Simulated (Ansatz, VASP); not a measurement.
## Te2PdSe6 in VASP and in Ansatz

```
Pd Te Se
1.0
    -3.92169    3.92169    4.03209
     3.92169   -3.92169    4.03209
     3.92169    3.92169   -4.03209
Pd Te Se
1 2 6
Direct
  0.00000 0.00000 0.00000
  0.75000 0.25000 0.50000
  0.25000 0.75000 0.50000
  0.79379 0.79379 0.58758
  0.79379 0.20621 0.00000
  0.20621 0.20621 0.41242
  0.20621 0.79379 0.00000
  0.65006 0.65006 0.00000
  0.34994 0.34994 0.00000
```

Alike in both runs: task single point; functional PBE; k mesh 6 × 6 × 6; no spin polarisation.

```csv
,VASP,Ansatz
version,VASP 6.6.1,Ansatz 0.2.0
potentials or method,"VASP PAW PBE potentials, release 64 (Pd, Te, Se), cutoff 520 eV",PAW plane waves
occupations,"fermi-dirac, width 0.1 eV",fermi-dirac
valence electrons in the cell,58,146
```

Ansatz gave:

* pressure (GPa): -0.9
* traceless stress, the component that is largest in VASP (GPa): -3.81
* rms of the force components (eV/Å): 0.984

Question: What did VASP give for the same quantities?

Answer: Pressure (GPa): -0.9; traceless stress, the component that is largest in VASP (GPa): -3.81; rms of the force components (eV/Å): 0.986.

Atom by atom the forces differ by 0.004 eV/Å (rms over components). VASP's potentials hold 58 valence electrons a cell and Ansatz's 146, so a difference there can come from the potentials and not from the codes.

Spin-orbit coupling is off throughout.
